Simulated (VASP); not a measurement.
# ZrS (I4/mmm) in VASP: single point with LDA

Aim: the single point of ZrS with LDA.

Everything below comes from runs of VASP 6.6.1. Logs are shortened: lines on timing, memory, paths and dates and some standing lists are left out, and cuts for length are marked.

**1. The cell of the first run**

It takes space group I4/mmm (No. 139, tetragonal). The conventional cell has a = 3.712 Å, b = 3.712 Å, c = 5.381 Å, α = 90.00°, β = 90.00°, γ = 90.00°. Within 3.5 Å of Zr (site symmetry 4/mmm) lie 6 S at 2.62 to 2.69 Å. S (site symmetry 4/mmm) has 6 Zr at 2.62 to 2.69 Å within 3.5 Å.

**2. Single point, LDA (strain +0.0250 x Voigt [0, 1, 0, 0, 0, 0])**

INCAR reads:

```
ALGO = Normal
EDIFF = 1E-7
ENCUT = 520
ISIF = 2
ISMEAR = 0
LASPH = True
LCHARG = False
LREAL = False
LWAVE = False
NBANDS = 16
NELM = 80
PREC = Accurate
SIGMA = 0.15
```

KPOINTS reads:

```
k-points
0
Gamma
  16 16 16
```

POSCAR reads:

```
ZrS
1.0
    0.0000000000      2.6906250000      2.6250000000
    2.6250000000      0.0000000000      2.6250000000
    2.6250000000      2.6906250000      0.0000000000
Zr S
1 1
Direct
    0.0000000000      0.0000000000      0.0000000000
    0.5000000000      0.5000000000      0.5000000000
```

Potentials or basis: VASP PAW LDA potentials, release 64 (Zr_sv, S).

The run is started by

```
$ cat potpaw_LDA.64/Zr_sv/POTCAR potpaw_LDA.64/S/POTCAR > POTCAR
$ mpirun -np 1 vasp_std > vasp.out
```

OUTCAR:

```text
EDIFF = 1E-7
   ENCUT = 520
   ISIF = 2
   ISMEAR = 0
   LASPH = True
   LREAL = False
   NELM = 80
   PREC = Accurate

 ion  position               nearest neighbor table
   1  0.000  0.000  0.000-   2 2.62   2 2.62   2 2.62   2 2.62   2 2.69   2 2.69
   2  0.500  0.500  0.500-   1 2.62   1 2.62   1 2.62   1 2.62   1 2.69   1 2.69

  LATTYP: Found a body centered tetragonal cell.
 ALAT       =     3.7123106012
 C/A-ratio  =     1.4495689014

  Lattice vectors:

 A1 = (   0.0000000000,  -2.6906250000,   2.6250000000)
 A2 = (   0.0000000000,  -2.6906250000,  -2.6250000000)
 A3 = (   2.6250000000,   2.6906250000,   0.0000000000)

Analysis of symmetry for initial positions (statically):
=====================================================================
 Subroutine PRICEL returns:
 Original cell was already a primitive cell.

 Routine SETGRP: Setting up the symmetry group for a
 body centered tetragonal supercell.

 Subroutine GETGRP returns: Found 16 space group operations
 (whereof 16 operations were pure point group operations)
 out of a pool of 16 trial point group operations.

The static configuration has the point symmetry D_4h.

Analysis of symmetry for dynamics (positions and initial velocities):
=====================================================================
 Subroutine PRICEL returns:
 Original cell was already a primitive cell.

 Routine SETGRP: Setting up the symmetry group for a
 body centered tetragonal supercell.

 Subroutine GETGRP returns: Found 16 space group operations
 (whereof 16 operations were pure point group operations)
 out of a pool of 16 trial point group operations.

The dynamic configuration has the point symmetry D_4h.

 Subroutine INISYM returns: Found 16 space group operations
 (whereof 16 operations are pure point group operations),
 and found     1 'primitive' translations

----------------------------------------------------------------------------------------

                                     Primitive cell

  volume of cell :      37.0802

  direct lattice vectors                    reciprocal lattice vectors
     0.000000000  2.690625000  2.625000000    -0.190476190  0.185830430  0.190476190
     2.625000000  0.000000000  2.625000000     0.190476190 -0.185830430  0.190476190
     2.625000000  2.690625000  0.000000000     0.190476190  0.185830430 -0.190476190

  length of vectors
     3.759000917  3.712310601  3.759000917     0.327254193  0.327254193  0.327254193

  position of ions in fractional coordinates (direct lattice)
     0.000000000  0.000000000  0.000000000
     0.500000000  0.500000000  0.500000000

  ion indices of the primitive-cell ions
   primitive index   ion index
                 1           1
                 2           2

----------------------------------------------------------------------------------------

 KPOINTS: k-points

Automatic generation of k-mesh.
 Grid dimensions read from file:
 generate k-points for:   16   16   16

 Generating k-lattice:

  Cartesian coordinates                     Fractional coordinates (reciprocal lattice)
    -0.011904762  0.011614402  0.011904762     0.062500000  0.000000000 -0.000000000
     0.011904762 -0.011614402  0.011904762     0.000000000  0.062500000  0.000000000
     0.011904762  0.011614402 -0.011904762    -0.000000000  0.000000000  0.062500000

  Length of vectors
     0.020453387  0.020453387  0.020453387

  Shift w.r.t. Gamma in fractional coordinates (k-lattice)
     0.000000000  0.000000000  0.000000000

 Subroutine IBZKPT returns following result:
 ===========================================

 Found    349 irreducible k-points:

 Following reciprocal coordinates:
            Coordinates               Weight
  0.000000  0.000000  0.000000      1.000000
  0.062500  0.000000 -0.000000      8.000000
  0.125000  0.000000 -0.000000      8.000000
  0.187500  0.000000 -0.000000      8.000000
  0.250000  0.000000 -0.000000      8.000000
  0.312500  0.000000  0.000000      8.000000
[... 16 lines left out ...]
 -0.125000  0.062500  0.000000     16.000000
 -0.062500  0.062500  0.000000      8.000000
 [... further k-points ...]
   k-points           NKPTS =    349   k-points in BZ     NKDIM =    349   number of bands    NBANDS=     16
   number of dos      NEDOS =    301   number of ions     NIONS =      2
   total plane-waves  NPLWV =  21952
   dimension x,y,z NGX =    28 NGY =   28 NGZ =   28
   dimension x,y,z NGXF=    56 NGYF=   56 NGZF=   56
   ions per type =               1   1
   NGX,Y,Z   is equivalent  to a cutoff of  12.38, 12.54, 12.38 a.u.
   NGXF,Y,Z  is equivalent  to a cutoff of  24.77, 25.08, 24.77 a.u.
 SYSTEM =  unknown system
   PREC   = accura    normal or accurate (medium, high low for compatibility)
   ISTART =      0    job   : 0-new  1-cont  2-samecut
   ICHARG =      2    charge: 1-file 2-atom 10-const
   ISPIN  =      1    spin polarized calculation?
   LNONCOLLINEAR =      F non collinear calculations
   LSORBIT =      F    spin-orbit coupling
   LASPH  =      T    aspherical Exc in radial PAW
   ENCUT  =  520.0 eV  38.22 Ry    6.18 a.u.   6.99  6.90  6.99*2*pi/ulx,y,z
   NELM   =     80;   NELMIN=  2; NELMDL= -5     # of ELM steps
   EDIFF  = 0.1E-06   stopping-criterion for ELM
   LREAL  =      F    real-space projection
   EDIFFG = 0.1E-05   stopping-criterion for IOM
   NSW    =      0    number of steps for IOM
   IBRION =     -1    ionic relax: 0-MD 1-quasi-New 2-CG
   NFREE  =      0    steps in history (QN), initial steepest desc. (CG)
   ISIF   =      2    stress and relaxation
   ISYM   =      2    0-nonsym 1-usesym 2-fastsym
   POTIM  = 0.5000    time-step for ionic-motion
   TEBEG  =    0.0;   TEEND  =   0.0 temperature during run
   PSTRESS=    0.0 pullay stress
   NELECT =      18.0000    total number of electrons
   NUPDOWN=      -1.0000    fix difference up-down
   EMIN   =  10.00;   EMAX   =-10.00  energy-range for DOS
   EFERMI =   0.00;   METHOD = LEGACY
   ISMEAR =     0;   SIGMA  =   0.15  broadening in eV -4-tet -1-fermi 0-gaus
   EFERMI_NEDOS =   21; number of points for ismear=-14 and -15
   IALGO  =     38    algorithm
   IMIX   =      4    mixing-type and parameters
     AMIX     =   0.40;   BMIX     =  1.00
     AMIX_MAG =   1.60;   BMIX_MAG =  1.00
  volume/ion in A,a.u.               =      18.54       125.11
  Fermi-wavevector in a.u.,A,eV,Ry     =   1.286624  2.431367 22.523112  1.655402
  Thomas-Fermi vector in A             =   2.418688
   LORBIT       =      0    0 simple, 1 ext, 2 COOP (PROOUT), +10 PAW based schemes
   GGA     = CA    functional components
   LHFCALC =     F    Hartree Fock is set to
   AEXX    =    0.0000 exact exchange contribution
   IVDW    =     0    specifies the selected vdW correction
   LEPSILON=     F    determine dielectric tensor
   LRPA    =     F    only Hartree local field effects (RPA)
 non-spin polarized calculation
 Gauss-broadening in eV      SIGMA  =   0.15
  energy-cutoff  :      520.00
  volume of cell :       37.08
 maximum number of plane-waves:      1016
   NGX = 13   NGY = 13   NGZ = 13

 number of electron      18.0000001 magnetization

 Free energy of the ion-electron system (eV)
  ---------------------------------------------------
  ext. energy  EPLUGINS =         0.00000000
  ---------------------------------------------------
  free energy    TOTEN  =       -17.03695438 eV

  energy without entropy =      -17.02224560  energy(sigma->0) =      -17.02959999

 E-fermi :  10.2165     XC(G=0): -11.4189

 val. band max:       10.2121103298   @ k =   0.1250  -0.1875   0.0625
 cond. band min:      10.2225261374   @ k =  -0.3125   0.3125   0.1250
 fundamental gap:      0.0104158076
 Fermi energy:        10.2164813222

 k-point     1 :       0.0000    0.0000    0.0000
  band No.  band energies     occupation
      1     -39.5273      2.00000
      2     -17.6449      2.00000
      3     -17.6449      2.00000
      4     -17.6319      2.00000
      5      -5.4063      2.00000
      6       6.7116      2.00000
[... 8 lines left out ...]
     15      17.4330      0.00000
     16      22.2961      0.00000

 k-point     2 :       0.0625    0.0000   -0.0000
  band No.  band energies     occupation
      1     -39.5264      2.00000
      2     -17.6555      2.00000
      3     -17.6457      2.00000
      4     -17.6352      2.00000
      5      -5.3588      2.00000
      6       6.4314      2.00000
[... 8 lines left out ...]
     15      17.5927      0.00000
     16      21.9536      0.00000

 k-point     3 :       0.1250    0.0000   -0.0000
  band No.  band energies     occupation
      1     -39.5239      2.00000
      2     -17.6900      2.00000
      3     -17.6482      2.00000
      4     -17.6401      2.00000
      5      -5.2211      2.00000
      6       5.7397      2.00000
[... 8 lines left out ...]
     15      17.9942      0.00000
     16      21.1916      0.00000

 k-point     4 :       0.1875    0.0000   -0.0000
  band No.  band energies     occupation
      1     -39.5201      2.00000
      2     -17.7423      2.00000
      3     -17.6519      2.00000
      4     -17.6461      2.00000
      5      -5.0074      2.00000
      6       4.9300      2.00000
[... 8 lines left out ...]
     15      18.2851      0.00000
     16      20.5752      0.00000
[... 324 lines left out ...]
 k-point    22 :      -0.1875    0.0625    0.0000
  band No.  band energies     occupation
      1     -39.5181      2.00000
      2     -17.7610      2.00000
      3     -17.6653      2.00000
      4     -17.6458      2.00000
      5      -4.9034      2.00000
      6       4.5529      2.00000
[... 8 lines left out ...]
     15      18.3292      0.00000
     16      19.5392      0.00000

 k-point    23 :      -0.1250    0.0625    0.0000
  band No.  band energies     occupation
      1     -39.5221      2.00000
      2     -17.7072      2.00000
      3     -17.6594      2.00000
      4     -17.6409      2.00000
      5      -5.1279      2.00000
      6       5.2821      2.00000
[... 8 lines left out ...]
     15      18.2432      0.00000
     16      20.3104      0.00000

 k-point    24 :      -0.0625    0.0625    0.0000
  band No.  band energies     occupation
      1     -39.5250      2.00000
      2     -17.6690      2.00000
      3     -17.6527      2.00000
      4     -17.6378      2.00000
      5      -5.2852      2.00000
      6       5.9572      2.00000
[... 8 lines left out ...]
     15      17.8362      0.00000
     16      21.2703      0.00000

 [... further k-points ...]
[... 5 lines left out ...]
  --------------------------------------------------------------------------------------
  -------------------------------------------------------------------------------------
  Total       -2.2756654     -3.3163451     -2.2756654      0.0000000      0.0000000      0.0000000
  in kB      -98.3279976   -143.2941672    -98.3279976      0.0000000      0.0000000      0.0000000
  external PRESSURE =    -113.3167208 kB  Pullay stress =       0.0000000 kB

 VOLUME and BASIS-vectors are now :
 -----------------------------------------------------------------------------
  energy-cutoff  :      520.00
  volume of cell :       37.08
      direct lattice vectors                 reciprocal lattice vectors
     0.000000000  2.690625000  2.625000000    -0.190476190  0.185830430  0.190476190
     2.625000000  0.000000000  2.625000000     0.190476190 -0.185830430  0.190476190
     2.625000000  2.690625000  0.000000000     0.190476190  0.185830430 -0.190476190

 POSITION                                       TOTAL-FORCE (eV/Angst)
 -----------------------------------------------------------------------------------
      0.00000      0.00000      0.00000        -0.000000      0.000000     -0.000000
      2.62500      2.69062      2.62500         0.000000      0.000000      0.000000
 -----------------------------------------------------------------------------------
    total drift:                                0.000000      0.000000      0.000000

  FREE ENERGIE OF THE ION-ELECTRON SYSTEM (eV)
  ---------------------------------------------------
  free  energy   TOTEN  =       -17.0369543759 eV

  energy  without entropy=      -17.0222455970  energy(sigma->0) =      -17.02959999
```

It took 1.7 min on 1 thread of AMD EPYC 9R45 (Zen 5), shared host; peak memory 0.27 GiB.

Results:

```yaml
Free_energy: -17.0370 eV
Pressure: -11.3 GPa
Band_gap_on_the_k_mesh: zero (band 9 reaches 11.56 eV, above the bottom of band 10 at 8.99 eV)
```

Caveat: the cell differs from its parent crystal (strain +0.0250 x Voigt [0, 1, 0, 0, 0, 0]).
